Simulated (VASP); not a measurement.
Input of a VASP 6.6.1 run:

Contents of INCAR:

```
PREC     = Accurate       # precision mode
ENCUT    = 520            # plane-wave cutoff, eV
EDIFF    = 1E-7           # SCF threshold, eV
ISMEAR   = 0              # smearing method
SIGMA    = 0.15           # smearing width, eV
LREAL    = F              # projectors in reciprocal space
LASPH    = T              # aspherical terms in the spheres
NELM     = 100            # most SCF steps
ALGO     = Normal         # electronic algorithm
ISIF     = 2              # what is computed and relaxed
LWAVE    = F              # write WAVECAR
LCHARG   = F              # write CHGCAR
GGA      = PS             # functional
NBANDS   = 87             # bands
```

KPOINTS

```
regular mesh
0
Gamma
  5 3 4
```

File POSCAR:

```
Zn12O
1.0
    5.3200000000      0.0000000000      0.0000000000
   -3.9900000000      6.9108830000      0.0000000000
    0.0000000000      0.0000000000      4.9369600000
Zn O
12 1
Direct
    0.0005280050      0.0055325781      0.0053630169
    0.1772385499      0.2200406229      0.4702357321
   -0.0098607221      0.3361202903      0.0442622586
    0.1195036258      0.5189306489      0.5949154946
   -0.0007629716      0.6830533812     -0.0314993437
    0.1656445571      0.8835273293      0.4839318123
    0.4982140968      0.0073724298     -0.0010030464
    0.6485024523      0.2090052747      0.4987994636
    0.4915599364      0.3388756545     -0.0490791904
    0.7092169325      0.5329829777      0.4144678102
    0.4929010548      0.6747430104      0.0188040819
    0.7069908598      0.9280010962      0.5484129910
    0.4931558710      0.6663419132      0.4316324216
```

Potentials or basis: VASP PAW PBE potentials, release 64 (Zn, O).

The run is started by

```sh
$ cat potpaw_PBE.64/Zn/POTCAR potpaw_PBE.64/O/POTCAR > POTCAR
$ mpirun -np 1 vasp_std > vasp.out
```

Task: Predict the pressure.

Result: 2.1 GPa.

Task: What does it give for the band gap on the k mesh?

Result: Zero (bands 75 and 76 overlap by 0.90 eV).

Forces on the atoms (eV/Å):
```
Zn  -0.003  0.008  0.008
Zn   0.017 -0.003 -0.032
Zn  -0.022 -0.016  0.010
Zn   0.064 -0.037  0.090
Zn  -0.067 -0.021 -0.048
Zn   0.031  0.000 -0.040
Zn  -0.034  0.002 -0.016
Zn   0.040 -0.011 -0.013
Zn  -0.012  0.057 -0.004
Zn   0.108 -0.015  0.121
Zn  -0.051  0.001  0.013
Zn   0.023 -0.008  0.157
O   -0.093  0.042 -0.248
```

Caveat: the PAW data sets were made with another functional, which shifts forces and pressure a little.
